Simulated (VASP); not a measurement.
Runs of VASP 6.6.1 on ZrS. The structure is that of space group Fm-3m (No. 225), or close to it. The cells are those of the table. 

| cell | gap on the mesh (eV) | pressure (GPa) |
| --- | --- | --- |
| a = 3.768, b = 3.768, c = 3.712 Å, angles 60.5, 60.5, 59.0°, 2 atoms | none | -9.3 |
| a = 3.741, b = 3.741, c = 3.657 Å, angles 60.7, 60.7, 58.5°, 2 atoms | none | -5.5 |
| a = 3.740, b = 3.740, c = 3.768 Å, angles 59.8, 59.8, 60.5°, 2 atoms | none | -9.5 |
| a = 3.796, b = 3.796, c = 3.824 Å, angles 59.8, 59.8, 60.5°, 2 atoms | none | -13.6 |
| a = 3.740, b = 3.740, c = 3.712 Å, angles 60.2, 60.2, 59.5°, 2 atoms | none | (b) |
| a = 3.685, b = 3.685, c = 3.712 Å, angles 59.8, 59.8, 60.5°, 2 atoms | none | (c) |
| a = 3.713, b = 3.713, c = 3.768 Å, angles 59.5, 59.5, 61.0°, 2 atoms | none | -7.6 |
| a = 3.796, b = 3.796, c = 3.768 Å, angles 60.2, 60.2, 59.5°, 2 atoms | none | (a) |

Alike in all rows: task single point; level PBEsol; potentials or basis VASP PAW PBE potentials, release 64 (Zr_sv, S); no spin polarisation; k mesh 16 × 16 × 16; cutoff (eV) 520; smearing gaussian 0.15 eV.

**Question.** Estimate the missing entries.

**Answer.** (a) -12.3; (b) -7.9; (c) -4.3.

Caveats: the PAW data sets were made with another functional, which shifts forces and pressure a little.

A k mesh can miss the band edges, and the runs leave out spin-orbit coupling on Zr.

A gap of «none» marks levels without a gap at the run's occupations.
